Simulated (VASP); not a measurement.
# V (Pm-3m) in VASP: a series of runs, part 2 of 2

VASP 6.6.1. Earlier steps stand in the parts before.

## Step 5: Single point, PBE

This run uses another cell than the first one, of 14.39 Å³/atom, 1.043 times its volume.

File INCAR:

```
PREC     = Accurate       # precision mode
ENCUT    = 520            # plane-wave cutoff, eV
EDIFF    = 1E-6           # SCF threshold, eV
ISMEAR   = -1             # smearing method
SIGMA    = 0.06122561905347299 # smearing width, eV
LREAL    = False          # projectors in reciprocal space
LASPH    = True           # aspherical terms in the spheres
NELM     = 80             # most SCF steps
ALGO     = Normal         # electronic algorithm
ISIF     = 2              # what is computed and relaxed
LWAVE    = False          # write WAVECAR
LCHARG   = True           # write CHGCAR
GGA      = PE             # functional
LELF     = True           # ELF
LVHAR    = True         
NBANDS   = 12             # bands
```

File KPOINTS:

```
Automatic mesh
0
Gamma
  15 15 15
```

File POSCAR:

```
V
1.0
    2.4325514024      0.0000000000      0.0000000000
    0.0000000000      2.4325514024      0.0000000000
    0.0000000000      0.0000000000      2.4325514024
V
1
Direct
    0.0000000000      0.0000000000      0.0000000000
```

Potentials or basis: VASP PAW PBE potentials, release 64 (V_sv).

Started as:

```
$ cat potpaw_PBE.64/V_sv/POTCAR > POTCAR
$ mpirun -np 1 vasp_std > vasp.out
```

OUTCAR:

```text
PREC = Accurate
   ENCUT = 520
   EDIFF = 1E-6
   ISMEAR = -1
   LREAL = False
   LASPH = True
   NELM = 80
   ISIF = 2
   GGA = PE

 ion  position               nearest neighbor table
   1  0.000  0.000  0.000-

  LATTYP: Found a simple cubic cell.
 ALAT       =     2.4325514024

  Lattice vectors:

 A1 = (   2.4325514024,   0.0000000000,   0.0000000000)
 A2 = (   0.0000000000,   2.4325514024,   0.0000000000)
 A3 = (   0.0000000000,   0.0000000000,   2.4325514024)

Analysis of symmetry for initial positions (statically):
=====================================================================
 Subroutine PRICEL returns:
 Original cell was already a primitive cell.

 Routine SETGRP: Setting up the symmetry group for a
 simple cubic supercell.

 Subroutine GETGRP returns: Found 48 space group operations
 (whereof 48 operations were pure point group operations)
 out of a pool of 48 trial point group operations.

The static configuration has the point symmetry O_h .

Analysis of symmetry for dynamics (positions and initial velocities):
=====================================================================
 Subroutine PRICEL returns:
 Original cell was already a primitive cell.

 Routine SETGRP: Setting up the symmetry group for a
 simple cubic supercell.

 Subroutine GETGRP returns: Found 48 space group operations
 (whereof 48 operations were pure point group operations)
 out of a pool of 48 trial point group operations.

The dynamic configuration has the point symmetry O_h .

 Subroutine INISYM returns: Found 48 space group operations
 (whereof 48 operations are pure point group operations),
 and found     1 'primitive' translations

----------------------------------------------------------------------------------------

                                     Primitive cell

  volume of cell :      14.3942

  direct lattice vectors                    reciprocal lattice vectors
     2.432551402  0.000000000  0.000000000     0.411091005  0.000000000  0.000000000
     0.000000000  2.432551402  0.000000000     0.000000000  0.411091005  0.000000000
     0.000000000  0.000000000  2.432551402     0.000000000  0.000000000  0.411091005

  length of vectors
     2.432551402  2.432551402  2.432551402     0.411091005  0.411091005  0.411091005

  position of ions in fractional coordinates (direct lattice)
     0.000000000  0.000000000  0.000000000

  ion indices of the primitive-cell ions
   primitive index   ion index
                 1           1

----------------------------------------------------------------------------------------

 KPOINTS: Automatic mesh

Automatic generation of k-mesh.
 Grid dimensions read from file:
 generate k-points for:   15   15   15

 Generating k-lattice:

  Cartesian coordinates                     Fractional coordinates (reciprocal lattice)
     0.027406067  0.000000000  0.000000000     0.066666667  0.000000000  0.000000000
     0.000000000  0.027406067  0.000000000     0.000000000  0.066666667  0.000000000
     0.000000000  0.000000000  0.027406067     0.000000000  0.000000000  0.066666667

  Length of vectors
     0.027406067  0.027406067  0.027406067

  Shift w.r.t. Gamma in fractional coordinates (k-lattice)
     0.000000000  0.000000000  0.000000000

 Subroutine IBZKPT returns following result:
 ===========================================

 Found    120 irreducible k-points:

 Following reciprocal coordinates:
            Coordinates               Weight
  0.000000  0.000000  0.000000      1.000000
  0.066667  0.000000  0.000000      6.000000
  0.133333  0.000000  0.000000      6.000000
  0.200000  0.000000  0.000000      6.000000
  0.266667  0.000000  0.000000      6.000000
  0.333333  0.000000  0.000000      6.000000
[... 16 lines left out ...]
  0.266667  0.200000  0.000000     24.000000
  0.333333  0.200000  0.000000     24.000000
 [... further k-points ...]
   k-points           NKPTS =    120   k-points in BZ     NKDIM =    120   number of bands    NBANDS=     12
   number of dos      NEDOS =    301   number of ions     NIONS =      1
   total plane-waves  NPLWV =   5832
   dimension x,y,z NGX =    18 NGY =   18 NGZ =   18
   dimension x,y,z NGXF=    36 NGYF=   36 NGZF=   36
   ions per type =               1
   NGX,Y,Z   is equivalent  to a cutoff of  12.30, 12.30, 12.30 a.u.
   NGXF,Y,Z  is equivalent  to a cutoff of  24.60, 24.60, 24.60 a.u.
 SYSTEM =  unknown system
   PREC   = accura    normal or accurate (medium, high low for compatibility)
   ISTART =      0    job   : 0-new  1-cont  2-samecut
   ICHARG =      2    charge: 1-file 2-atom 10-const
   ISPIN  =      1    spin polarized calculation?
   LNONCOLLINEAR =      F non collinear calculations
   LSORBIT =      F    spin-orbit coupling
   LASPH  =      T    aspherical Exc in radial PAW
   ENCUT  =  520.0 eV  38.22 Ry    6.18 a.u.   4.52  4.52  4.52*2*pi/ulx,y,z
   NELM   =     80;   NELMIN=  2; NELMDL= -5     # of ELM steps
   EDIFF  = 0.1E-05   stopping-criterion for ELM
   LREAL  =      F    real-space projection
   EDIFFG = 0.1E-04   stopping-criterion for IOM
   NSW    =      0    number of steps for IOM
   IBRION =     -1    ionic relax: 0-MD 1-quasi-New 2-CG
   NFREE  =      0    steps in history (QN), initial steepest desc. (CG)
   ISIF   =      2    stress and relaxation
   ISYM   =      2    0-nonsym 1-usesym 2-fastsym
   POTIM  = 0.5000    time-step for ionic-motion
   TEBEG  =    0.0;   TEEND  =   0.0 temperature during run
   PSTRESS=    0.0 pullay stress
   NELECT =      13.0000    total number of electrons
   NUPDOWN=      -1.0000    fix difference up-down
   EMIN   =  10.00;   EMAX   =-10.00  energy-range for DOS
   EFERMI =   0.00;   METHOD = LEGACY
   ISMEAR =    -1;   SIGMA  =   0.06  broadening in eV -4-tet -1-fermi 0-gaus
   EFERMI_NEDOS =   21; number of points for ismear=-14 and -15
   IALGO  =     38    algorithm
   IMIX   =      4    mixing-type and parameters
     AMIX     =   0.40;   BMIX     =  1.00
     AMIX_MAG =   1.60;   BMIX_MAG =  1.00
  volume/ion in A,a.u.               =      14.39        97.14
  Fermi-wavevector in a.u.,A,eV,Ry     =   1.582440  2.990378 34.070572  2.504116
  Thomas-Fermi vector in A             =   2.682363
   LORBIT       =      0    0 simple, 1 ext, 2 COOP (PROOUT), +10 PAW based schemes
   GGA     = PE    functional components
   LHFCALC =     F    Hartree Fock is set to
   AEXX    =    0.0000 exact exchange contribution
   IVDW    =     0    specifies the selected vdW correction
   LEPSILON=     F    determine dielectric tensor
   LRPA    =     F    only Hartree local field effects (RPA)
 non-spin polarized calculation
  energy-cutoff  :      520.00
  volume of cell :       14.39
 maximum number of plane-waves:       401
 NGX is ok and might be reduce to    18
   NGX =  9   NGY =  9   NGZ =  9

 number of electron      12.9999974 magnetization

 Free energy of the ion-electron system (eV)
  ---------------------------------------------------
  ext. energy  EPLUGINS =         0.00000000
  ---------------------------------------------------
  free energy    TOTEN  =        -8.14341929 eV

  energy without entropy =       -8.12049765  energy(sigma->0) =       -8.13195847

 E-fermi :   9.0569     XC(G=0): -12.4301

 val. band max:        9.0536587215   @ k =   0.4667   0.4000   0.2000
 cond. band min:       9.0660403014   @ k =   0.3333   0.2000   0.1333
 fundamental gap:      0.0123815799
 Fermi energy:         9.0569055416

 k-point     1 :       0.0000    0.0000    0.0000
  band No.  band energies     occupation
      1     -54.7817      2.00000
      2     -27.9988      2.00000
      3     -27.9988      2.00000
      4     -27.9988      2.00000
      5       2.6772      2.00000
      6       6.8857      2.00000
      7       6.8857      2.00000
      8      12.6726      0.00000
      9      12.6726      0.00000
     10      12.6726      0.00000
     11      27.5813      0.00000
     12      27.5813      0.00000
[... 331 lines left out ...]
 k-point    24 :       0.3333    0.2000    0.0000
  band No.  band energies     occupation
      1     -54.5911      2.00000
      2     -28.7887      2.00000
      3     -28.2999      2.00000
      4     -27.8914      2.00000
      5       6.0397      2.00000
      6       7.8347      2.00000
      7       9.0420      1.12087
      8      11.1600      0.00000
      9      11.2074      0.00000
     10      12.1216      0.00000
     11      19.3893      0.00000
     12      25.1853      0.00000

 [... further k-points ...]

------------------------ aborting loop because EDIFF is reached ----------------------------------------

  FORCE on cell =-STRESS in cart. coord.  units (eV):
  Direction    XX          YY          ZZ          XY          YZ          ZX
  --------------------------------------------------------------------------------------
  -------------------------------------------------------------------------------------
  Total        0.3228286      0.3228286      0.3228286      0.0000000      0.0000000     -0.0000000
  in kB       35.9332522     35.9332522     35.9332522      0.0000000      0.0000000     -0.0000000
  external PRESSURE =      35.9332522 kB  Pullay stress =       0.0000000 kB

 VOLUME and BASIS-vectors are now :
 -----------------------------------------------------------------------------
  energy-cutoff  :      520.00
  volume of cell :       14.39
      direct lattice vectors                 reciprocal lattice vectors
     2.432551402  0.000000000  0.000000000     0.411091005  0.000000000  0.000000000
     0.000000000  2.432551402  0.000000000     0.000000000  0.411091005  0.000000000
     0.000000000  0.000000000  2.432551402     0.000000000  0.000000000  0.411091005

 POSITION                                       TOTAL-FORCE (eV/Angst)
 -----------------------------------------------------------------------------------
      0.00000      0.00000      0.00000         0.000000      0.000000      0.000000
 -----------------------------------------------------------------------------------
    total drift:                                0.000000      0.000000     -0.000000

  FREE ENERGIE OF THE ION-ELECTRON SYSTEM (eV)
  ---------------------------------------------------
  free  energy   TOTEN  =        -8.1434192908 eV

  energy  without entropy=       -8.1204976470  energy(sigma->0) =       -8.13195847
```

Wall time 28 s (1 thread of AMD EPYC 7R13, shared host); peak memory 0.1 GiB.

What came out:

| Item | Value |
| --- | --- |
| Free energy | -8.1434 eV |
| Pressure | 3.6 GPa |

Levels at points of the mesh, in eV from the Fermi level:
| k point | band 5 | band 6 | band 7 | band 8 | band 9 | band 10 |
| --- | --- | --- | --- | --- | --- | --- |
| (0.00, 0.00, 0.00) | -6.38 | -2.17 | -2.17 | 3.62 | 3.62 | 3.62 |

## Step 6: The runs side by side

```csv
cell,gap on the mesh (eV),pressure (GPa)
"a = 2.399 Å, 1 atom",none,10.3
"a = 2.416 Å, 1 atom",none,6.8
"a = 2.433 Å, 1 atom",none,3.6
```

Alike in all rows: task single point; level PBE; potentials or basis VASP PAW PBE potentials, release 64 (V_sv); no spin polarisation; k mesh 15 × 15 × 15; cutoff (eV) 520; smearing fermi-dirac 0.0612256 eV.

Absolute energies hang on the potentials; compare differences alone.
